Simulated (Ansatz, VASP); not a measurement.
**Ta4N5 in VASP and in Ansatz**

```xyz
9
Lattice="-3.4363 3.4363 2.1375 3.4363 -3.4363 2.1375 3.4363 3.4363 -2.1375" Properties=species:S:1:pos:R:3 pbc="T T T"
Ta    0.7245    1.9437    2.1375
Ta    1.9437   -0.7245    2.1375
Ta    1.4925    4.1608    0.0000
Ta    2.7118    1.4925    0.0000
N     0.0000    0.0000    2.1375
N    -1.3124    2.8072    2.1375
N     2.8072    1.3124    2.1375
N     0.6291    2.1239    0.0000
N     4.7487    0.6291    0.0000
```

Alike in both runs: task single point; functional r2SCAN; k mesh 6 × 6 × 6; occupations gaussian, width 0.1 eV; no spin polarisation.

|  | VASP | Ansatz |
| --- | --- | --- |
| version | VASP 6.6.1 | Ansatz 0.2.0 |
| potentials or method | VASP PAW PBE potentials, release 64 (Ta_pv, N), cutoff 520 eV | scalar-relativistic, plane waves, PAW |
| valence electrons in the cell | 69 | 77 |

Ansatz gave:

```
gap on the k mesh at the Fermi level (eV)                     : none
pressure (GPa)                                                : -1.4
traceless stress, the component that is largest in VASP (GPa) : 1.00
rms of the force components (eV/Å)                            : 0.035
```

Question: Estimate VASP's values.

Answer: gap on the k mesh at the Fermi level (eV): none; pressure (GPa): 0.1; traceless stress, the component that is largest in VASP (GPa): 0.98; rms of the force components (eV/Å): 0.024.

VASP's potentials were made for PBE, not for r2SCAN. Atom by atom the forces differ by 0.015 eV/Å (rms over components). A gap of «none» marks a metal or a gap that the smearing closes. VASP's potentials hold 69 valence electrons a cell and Ansatz's 77, so a difference there can come from the potentials and not from the codes.

Neither program's run includes spin-orbit coupling.
